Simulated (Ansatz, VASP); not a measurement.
CaC in VASP and in Ansatz

```
Ca C
1.0
     0.00000    2.61313    2.61313
     2.61313    0.00000    2.61313
     2.61313    2.61313    0.00000
Ca C
1 1
Direct
  0.50000 0.50000 0.50000
  0.00000 0.00000 0.00000
```

Change from the starting cell: species swapped into the YbSe type (Fm-3m, No. 225).

Alike in both runs: functional PBE; k mesh 18 × 18 × 18; occupations gaussian, width 0.1 eV; no spin polarisation.

Ansatz relaxed the structure, and its values are those at the end. VASP's run is a single point on that final structure, the one shown.

```csv
,VASP,Ansatz
version,VASP 6.6.1,Ansatz 0.2.0
potentials or method,"VASP PAW PBE potentials, release 64 (Ca_sv, C), cutoff 520 eV","scalar-relativistic, plane waves, PAW"
valence electrons in the cell,14,14
```

|  | VASP | Ansatz | Ansatz less VASP |
| --- | --- | --- | --- |
| gap on the k mesh at the Fermi level (eV) | none | none | - |
| pressure (GPa) | 0.2 | 0.0 | -0.23 |

A gap of «none» marks a metal or a gap that the smearing closes.
